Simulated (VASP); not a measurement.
Write the native input for VASP 6.6.1 that does the following.

```
Task                   : single point
Functional             : PBE
Potentials or basis    : VASP PAW PBE potentials, release 64 (Ba_sv, Mg, Na_pv)
Cutoff                 : 520 eV
k mesh                 : 5 × 5 × 5
Occupations            : fermi-dirac, width 0.05 eV
Spin                   : no spin polarisation
Dipole correction      : no
Further INCAR settings : ALGO = Fast; EDIFF = 1e-06; NBANDS = 24
```

The structure of BaNaMg6 lies in POSCAR:

```
BaNaMg6
1.0
    5.3133552657      0.0000000000      0.0000000000
    0.0000000000      3.2954083101      6.3479948591
    0.0000000000     -3.2954083101      6.3479948591
Ba Mg Na
1 6 1
Direct
    0.5000000000      0.6777020000      0.6777020000
    0.0000000000      0.8491800000      0.8491800000
    0.0000000000      0.3324470000      0.3324470000
    0.0000000000      0.3033160000      0.8197440000
    0.0000000000      0.8197440000      0.3033160000
    0.5000000000      0.1710630000      0.6778290000
    0.5000000000      0.6778290000      0.1710630000
    0.5000000000      0.1687150000      0.1687150000
```

One way to write it, as run:

INCAR

```
PREC     = Accurate       # precision mode
ENCUT    = 520            # plane-wave cutoff, eV
EDIFF    = 1E-6           # SCF threshold, eV
ISMEAR   = -1             # smearing method
SIGMA    = 0.05           # smearing width, eV
LREAL    = False          # projectors in reciprocal space
LASPH    = True           # aspherical terms in the spheres
NELM     = 100            # most SCF steps
ALGO     = Fast           # electronic algorithm
ISIF     = 2              # what is computed and relaxed
LWAVE    = False          # write WAVECAR
LCHARG   = False          # write CHGCAR
GGA      = PE             # functional
NBANDS   = 24             # bands
```

KPOINTS

```
regular mesh
0
Gamma
  5 5 5
```

Potentials or basis: VASP PAW PBE potentials, release 64 (Ba_sv, Mg, Na_pv).

The run is started by

```console
$ cat potpaw_PBE.64/Ba_sv/POTCAR potpaw_PBE.64/Mg/POTCAR potpaw_PBE.64/Na_pv/POTCAR > POTCAR
$ mpirun -np 1 vasp_std > vasp.out
```

It gave:

```yaml
Pressure: 1.0 GPa
Largest_force: 0.066 eV/Å
Band_gap_on_the_k_mesh: zero (an odd number of electrons rules out a gap without spin polarisation)
```

Caveat: spin-orbit coupling is left out, which moves the levels of the heavy elements.

Run time: 4.1 min on 1 thread of Intel(R) Xeon(R) Platinum 8259CL CPU @ 2.50GHz (Skylake/Cascade Lake) (shared host), peak memory 0.43 GiB.
